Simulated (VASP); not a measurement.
# Mg (P6_3/mmc) in VASP: notebook, part 2 of 2

VASP 6.6.1. Earlier steps stand in the parts before.

## Step 5: Single point, LDA (volume scaled by 0.98)

The input, INCAR:

```
PREC = Accurate
ENCUT = 520
EDIFF = 1E-7
ISMEAR = -1
SIGMA = 0.05
LREAL = F
LASPH = T
NELM = 60
ALGO = Fast
ISIF = 2
LWAVE = F
LCHARG = F
NBANDS = 9
```

The input, KPOINTS:

```
regular mesh
0
Gamma
  10 10 5
```

The input, POSCAR:

```
Mg
1.0
    3.1877604248      0.0000000000      0.0000000000
   -1.5938802124      2.7606815091      0.0000000000
    0.0000000000      0.0000000000      5.1753304900
Mg
2
Direct
    0.6666666667      0.3333333333      0.7500000000
    0.3333333333      0.6666666667      0.2500000000
```

Potentials or basis: VASP PAW LDA potentials, release 64 (Mg).

The run is started by

```bash
$ cat potpaw_LDA.64/Mg/POTCAR > POTCAR
$ mpirun -np 1 vasp_std > vasp.out
```

OUTCAR:

```text
PREC = Accurate
   ENCUT = 520
   EDIFF = 1E-7
   ISMEAR = -1
   LREAL = F
   LASPH = T
   NELM = 60
   ISIF = 2

 ion  position               nearest neighbor table
   1  0.667  0.333  0.750-   2 3.18   2 3.18   2 3.18   2 3.18   2 3.18   2 3.18
   2  0.333  0.667  0.250-   1 3.18   1 3.18   1 3.18   1 3.18   1 3.18   1 3.18

  LATTYP: Found a hexagonal cell.
 ALAT       =     3.1877604248
 C/A-ratio  =     1.6235004518

  Lattice vectors:

 A1 = (   3.1877604248,   0.0000000000,   0.0000000000)
[... 477 lines left out ...]
------------------------ aborting loop because EDIFF is reached ----------------------------------------

  FORCE on cell =-STRESS in cart. coord.  units (eV):
  Direction    XX          YY          ZZ          XY          YZ          ZX
  --------------------------------------------------------------------------------------
  -------------------------------------------------------------------------------------
  Total       -0.7192386     -0.7192386     -0.3563572      0.0000000      0.0000000      0.0000000
  in kB      -25.3013387    -25.3013387    -12.5359157      0.0000000      0.0000000      0.0000000
  external PRESSURE =     -21.0461977 kB  Pullay stress =       0.0000000 kB

 VOLUME and BASIS-vectors are now :
 -----------------------------------------------------------------------------
  energy-cutoff  :      520.00
  volume of cell :       45.54
      direct lattice vectors                 reciprocal lattice vectors
     3.187760425  0.000000000  0.000000000     0.313699860  0.181114699  0.000000000
    -1.593880212  2.760681509  0.000000000     0.000000000  0.362229398  0.000000000
     0.000000000  0.000000000  5.175330490     0.000000000  0.000000000  0.193224375

 POSITION                                       TOTAL-FORCE (eV/Angst)
 -----------------------------------------------------------------------------------
      1.59388      0.92023      3.88150         0.000000     -0.000000      0.000000
     -0.00000      1.84045      1.29383        -0.000000      0.000000      0.000000
 -----------------------------------------------------------------------------------
    total drift:                                0.000000     -0.000000      0.000000

  FREE ENERGIE OF THE ION-ELECTRON SYSTEM (eV)
  ---------------------------------------------------
  free  energy   TOTEN  =        -3.5969416217 eV

  energy  without entropy=       -3.5849670379  energy(sigma->0) =       -3.59095433
```

It took 22 s on 1 thread of AMD EPYC 9R45, shared host; peak memory 0.11 GiB.

Results:

```
Free energy            : -3.5969 eV
Pressure               : -2.1 GPa
Band gap on the k mesh : zero (band 2 reaches 3.19 eV, above the bottom of band 3 at 1.23 eV)
```

Stress tensor (GPa, compression positive):
```
-2.53  0.00  0.00
 0.00 -2.53  0.00
 0.00  0.00 -1.25
```

Levels at points of the mesh, in eV from the Fermi level:
```csv
k point,band 1,band 2,band 3,band 4,band 5
"(0.00, 0.00, 0.00)",-6.98,-1.69,-1.30,10.92,10.92
"(0.50, 0.00, 0.00)",-2.18,-2.16,2.64,3.05,3.23
```

Caveat: the cell differs from its parent crystal (volume scaled by 0.98).

## Step 6: Single point, LDA (volume scaled by 1.02)

The input, INCAR:

```
  PREC = Accurate
  ENCUT = 520
  EDIFF = 1E-6
  ISMEAR = -1
  SIGMA = 0.05
  LREAL = False
  LASPH = True
  NELM = 60
  ALGO = Normal
  ISIF = 2
  LWAVE = False
  LCHARG = False
  GGA = CA
  NBANDS = 9
```

KPOINTS is that of step 5.

The input, POSCAR:

```
Mg
1.0
    3.2305542618      0.0000000000      0.0000000000
   -1.6152771309      2.7977420591      0.0000000000
    0.0000000000      0.0000000000      5.2448063036
Mg
2
Direct
    0.6666666667      0.3333333333      0.7500000000
    0.3333333333      0.6666666667      0.2500000000
```

Potentials or basis: VASP PAW LDA potentials, release 64 (Mg).

The run is started by

```bash
$ cat potpaw_LDA.64/Mg/POTCAR > POTCAR
$ mpirun -np 1 vasp_std > vasp.out
```

It took 24 s on 1 thread of AMD EPYC 9R45, shared host; peak memory 0.12 GiB.

Results (log left out):

```
Free energy            : -3.5657 eV
Pressure               : -3.3 GPa
Band gap on the k mesh : zero (band 2 reaches 3.00 eV, above the bottom of band 3 at 1.03 eV)
```

Stress tensor (GPa, compression positive):
```
-3.70  0.00  0.00
 0.00 -3.70  0.00
 0.00  0.00 -2.36
```

Levels at points of the mesh, in eV from the Fermi level:
| k point | band 1 | band 2 | band 3 | band 4 | band 5 | band 6 | band 7 |
| --- | --- | --- | --- | --- | --- | --- | --- |
| (0.00, 0.00, 0.00) | -6.81 | -1.62 | -1.31 | 10.66 | 10.66 | 10.69 | 10.69 |
| (0.50, 0.00, 0.00) | -2.15 | -2.09 | 2.58 | 3.03 | 3.12 | 3.54 | 6.62 |

Caveat: the cell differs from its parent crystal (volume scaled by 1.02).

## Step 7: Overview

| task | level | potentials or basis | cell | cutoff (eV) | gap on the mesh (eV) | pressure (GPa) | relaxed volume (Å³/atom) |
| --- | --- | --- | --- | --- | --- | --- | --- |
| relaxation of cell and atoms | PBE | VASP PAW PBE potentials, release 64 (Mg) | relaxed from a = 3.209, b = 3.209, c = 5.210 Å, angles 90.0, 90.0, 120.0°, 2 atoms | 600 | none | 0.0 | 22.93 |
| relaxation of cell and atoms | RPBE | VASP PAW PBE potentials, release 64 (Mg) | relaxed from a = 3.209, b = 3.209, c = 5.210 Å, angles 90.0, 90.0, 120.0°, 2 atoms | 600 | none | 0.0 | 23.65 |
| single point | LDA | VASP PAW LDA potentials, release 64 (Mg) | a = 3.144, b = 3.144, c = 5.104 Å, angles 90.0, 90.0, 120.0°, 2 atoms | 520 | none | -0.7 | - |
| single point | LDA | VASP PAW LDA potentials, release 64 (Mg) | a = 3.188, b = 3.188, c = 5.175 Å, angles 90.0, 90.0, 120.0°, 2 atoms | 520 | none | -2.1 | - |
| single point | LDA | VASP PAW LDA potentials, release 64 (Mg) | a = 3.231, b = 3.231, c = 5.245 Å, angles 90.0, 90.0, 120.0°, 2 atoms | 520 | none | -3.3 | - |

Alike in all rows: no spin polarisation; k mesh 10 × 10 × 5; smearing fermi-dirac 0.05 eV.

Caveats: the PAW data sets were made with another functional, which shifts forces and pressure a little (some runs).

Total energies depend on the potentials used, so only differences within one code and one set of settings carry meaning.
